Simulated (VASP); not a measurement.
Here is a VASP 6.6.1 calculation.

Contents of INCAR:

```
ALGO = Fast
EDIFF = 1E-6
ENCUT = 520
GGA = PE
ISIF = 2
ISMEAR = 0
LASPH = True
LCHARG = True
LELF = True
LREAL = False
LVHAR = True
LWAVE = False
NBANDS = 37
NELM = 100
PREC = Accurate
SIGMA = 0.1
```

KPOINTS

```
k-points
0
Gamma
  8 8 8
```

The input POSCAR:

```
TaBeBi3
1.0
    5.0150388925      0.0000000000      0.0000000000
    0.0000000000      5.0150388925      0.0000000000
    0.0000000000      0.0000000000      5.0150388925
Ta Be Bi
1 1 3
Direct
    0.0000000000      0.0000000000      0.0000000000
    0.5000000000      0.5000000000      0.5000000000
    0.0000000000      0.5000000000      0.5000000000
    0.5000000000      0.0000000000      0.5000000000
    0.5000000000      0.5000000000      0.0000000000
```

Potentials or basis: VASP PAW PBE potentials, release 64 (Ta_pv, Be, Bi_d).

Command:

```console
$ cat potpaw_PBE.64/Ta_pv/POTCAR potpaw_PBE.64/Be/POTCAR potpaw_PBE.64/Bi_d/POTCAR > POTCAR
$ mpirun -np 1 vasp_std > vasp.out
```

(1) What does it give for the band gap on the k mesh?

(2) Predict the pressure.

## Answers

(1) zero (bands 29 and 30 overlap by 1.01 eV).

(2) -0.1 GPa.

Caveat: spin-orbit coupling is left out, which moves the levels of the heavy elements.
